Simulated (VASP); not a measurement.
Wanted: the native input for a VASP 6.6.1 run.

```yaml
Task: single point
Functional: BLYP
Potentials_or_basis: VASP PAW PBE potentials, release 64 (Hf_pv, O)
Cutoff: 520 eV
k_mesh: 4 × 4 × 4
Occupations: fermi-dirac, width 0.05 eV
Spin: no spin polarisation
Dipole_correction: no
Further_INCAR_settings: ALGO = Normal; EDIFF = 1e-06; NBANDS = 56
```

The structure of HfO2 lies in POSCAR:

```
HfO2
1.0
    5.1180000000      0.0000000000      0.0000000000
    0.0000000000      5.1857000000      0.0000000000
   -0.8586630598      0.0000000000      5.2138671406
Hf O
4 8
Direct
    0.2755000000      0.4603000000      0.7080000000
    0.7245000000      0.9603000000      0.7920000000
    0.7245000000      0.5397000000      0.2920000000
    0.2755000000      0.0397000000      0.2080000000
    0.0742000000      0.1684000000      0.8467000000
    0.9258000000      0.6684000000      0.6533000000
    0.9258000000      0.8316000000      0.1533000000
    0.0742000000      0.3316000000      0.3467000000
    0.4487000000      0.7419000000      0.9801000000
    0.5513000000      0.2419000000      0.5199000000
    0.5513000000      0.2581000000      0.0199000000
    0.4487000000      0.7581000000      0.4801000000
```

These files were run (other wordings do the same):

INCAR

```
SYSTEM = HfO2
  PREC = Accurate
  ENCUT = 520
  EDIFF = 1E-6
  ISMEAR = -1
  SIGMA = 0.05
  LREAL = .FALSE.
  LASPH = .TRUE.
  NELM = 80
  ALGO = Normal
  ISIF = 2
  LWAVE = .FALSE.
  LCHARG = .FALSE.
  GGA = B5
  ALDAX = 1.0
  AGGAX = 1.0
  AGGAC = 1.0
  ALDAC = 0.0
  NBANDS = 56
```

KPOINTS

```
Automatic mesh
0
G
  4 4 4
  0 0 0
```

Potentials or basis: VASP PAW PBE potentials, release 64 (Hf_pv, O).

Run with:

```console
$ cat potpaw_PBE.64/Hf_pv/POTCAR potpaw_PBE.64/O/POTCAR > POTCAR
$ mpirun -np 1 vasp_std > vasp.out
```

Results of the run:

```yaml
Pressure: 9.6 GPa
Largest_force: 0.499 eV/Å
Band_gap_on_the_k_mesh: 4.16 eV (least direct gap 4.24 eV)
```

Caveat: the cell stands under pressure; the PAW data sets were made with another functional, which shifts forces and pressure a little; spin-orbit coupling is left out, which moves the levels of the heavy elements.

It took 2.6 min on 1 thread of Intel(R) Xeon(R) 6975P-C (Granite Rapids) (shared host), peak memory 0.32 GiB.
